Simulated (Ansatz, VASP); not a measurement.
Ni3Ge: VASP beside Ansatz

```xyz
4
Lattice="3.5303 0.0000 0.0000 0.0000 3.5303 0.0000 0.0000 0.0000 3.5303" Properties=species:S:1:pos:R:3 pbc="T T T"
Ni    1.7652    0.0000    1.7652
Ni    0.0000    1.7652    1.7652
Ni    1.7652    1.7652    0.0000
Ge    0.0000    0.0000    0.0000
```

Alike in both runs: task relaxation of cell and atoms; functional LDA; k mesh 12 × 12 × 12; occupations gaussian, width 0.1 eV; no spin polarisation.

```csv
,VASP,Ansatz
version,VASP 6.6.1,Ansatz 0.2.0
potentials or method,"VASP PAW LDA potentials, release 64 (Ni, Ge_d), cutoff 600 eV","scalar-relativistic, plane waves, PAW"
valence electrons in the cell,44,68
```

```csv
,VASP,Ansatz,Ansatz less VASP
"gap on the k mesh at the Fermi level, each at its own relaxed structure (eV)",none,none,-
relaxed volume (Å³/atom),10.63,10.62,-0.014
relaxed cell length with the largest relative difference (Å),3.490,3.489,-0.0015
```

LDA's correlation is that of Perdew and Zunger in VASP and of Perdew and Wang (1992) in Ansatz. A gap of «none» marks a metal or a gap that the smearing closes. VASP's potentials hold 44 valence electrons a cell and Ansatz's 68, so a difference there can come from the potentials and not from the codes.
